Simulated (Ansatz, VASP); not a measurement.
**SrTiO3: VASP beside Ansatz**

INCAR

```
PREC = Accurate
ENCUT = 520
EDIFF = 1E-7
ISMEAR = 0
SIGMA = 0.05
LREAL = F
LASPH = T
NELM = 100
ALGO = Normal
ISIF = 2
LWAVE = F
LCHARG = F
GGA = PE
NBANDS = 28
```

The input KPOINTS:

```
Automatic mesh
0
Gamma
  8 8 8
```

File POSCAR:

```
SrTiO3
1.0
    3.9364035669      0.0000000000      0.0000000000
    0.0000000000      3.9364035669      0.0000000000
    0.0000000000      0.0000000000      3.9364035669
Sr Ti O
1 1 3
Direct
    0.0000000000     -0.0269449042     -0.0269449042
    0.5000000000      0.5000000000      0.5000000000
    0.0000000000      0.5000000000      0.5000000000
    0.5000000000      0.0000000000      0.5000000000
    0.5000000000      0.5000000000      0.0000000000
```

Input for Ansatz:

```yaml
crystal:
  lattice:
    - [3.9364035669, 0.0, 0.0]
    - [0.0, 3.9364035669, 0.0]
    - [0.0, 0.0, 3.9364035669]
  atoms:
    - { symbol: Sr, position: [0.0, -0.0269449042, -0.0269449042] }
    - { symbol: Ti, position: [0.5, 0.5, 0.5] }
    - { symbol: O, position: [0.0, 0.5, 0.5] }
    - { symbol: O, position: [0.5, 0.0, 0.5] }
    - { symbol: O, position: [0.5, 0.5, 0.0] }
basis:
  ecutwfc: 420
kpoints:
  mp_grid: { grid: [8, 8, 8] }
hamiltonian:
  xc: pbe
scf:
  occupations: { method: gaussian, width: 0.05 }
output:
  forces: true
  stress: true
  eigenvalues: true
```

Change from the starting cell: all Sr atoms moved +0.150 Å, as atom 1 towards its neighbour atom 3 (O) at 2.783 Å.

Alike in both runs: task single point; functional PBE; k mesh 8 × 8 × 8; occupations gaussian, width 0.05 eV; no spin polarisation.

|  | VASP | Ansatz |
| --- | --- | --- |
| version | VASP 6.6.1 | Ansatz 0.2.0 |
| potentials or method | VASP PAW PBE potentials, release 64 (Sr_sv, Ti_sv, O), cutoff 520 eV | scalar-relativistic, plane waves, PAW |
| valence electrons in the cell | 40 | 40 |

Ansatz gave:

- gap on the k mesh at the Fermi level (eV): 1.83
- least direct gap on the mesh (eV): 2.19
- pressure (GPa): 0.5
- traceless stress, the component that is largest in VASP (GPa): 0.55
- rms of the force components (eV/Å): 0.180

Problem. Which values does VASP return?

Solution. gap on the k mesh at the Fermi level (eV): 1.80; least direct gap on the mesh (eV): 2.17; pressure (GPa): 1.1; traceless stress, the component that is largest in VASP (GPa): 0.56; rms of the force components (eV/Å): 0.185.

Atom by atom the forces differ by 0.007 eV/Å (rms over components). With one functional, cell and mesh, what is left measures potentials, basis and numerics.
